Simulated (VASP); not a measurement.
Crystal: Sn.

```
CELL_PARAMETERS angstrom
0.00000 3.32772 3.32772
3.32772 0.00000 3.32772
3.32772 3.32772 0.00000
ATOMIC_POSITIONS crystal
Sn 0.00000 0.00000 0.00000
Sn 0.25000 0.25000 0.25000
```

```yaml
Program: VASP 6.6.1
Task: relaxation of cell and atoms
Functional: PBEsol
Potentials_or_basis: VASP PAW PBE potentials, release 64 (Sn_d)
Cutoff: 600 eV
k_mesh: 6 × 6 × 6
Occupations: fermi-dirac, width 0.02 eV
Spin: no spin polarisation
```

At the start: pressure -1.9 GPa; volume 36.85 Å³/atom.

Task: How do energy, volume and symmetry change on relaxing?

Result: Over 3 steps the energy falls by 11.7 meV/atom and the volume is 34.99 Å³/atom (-5.1 %); space group Fd-3m (No. 227, to 0.05 Å).

Step by step:
| step | energy change (eV) | largest force (eV/Å) | pressure (GPa) | volume (Å³) |
| --- | --- | --- | --- | --- |
| 1 | 0.0000 | 0.0000 | -1.92 | 73.70 |
| 2 | -0.0219 | 0.0000 | 0.55 | 69.09 |
| 3 | -0.0235 | 0.0000 | 0.02 | 69.98 |

Final structure:
```
CELL_PARAMETERS angstrom
0.00000 3.27069 3.27069
3.27069 0.00000 3.27069
3.27069 3.27069 0.00000
ATOMIC_POSITIONS crystal
Sn 0.00000 0.00000 0.00000
Sn 0.25000 0.25000 0.25000
```

Caveat: the PAW data sets were made with another functional, which shifts forces and pressure a little.
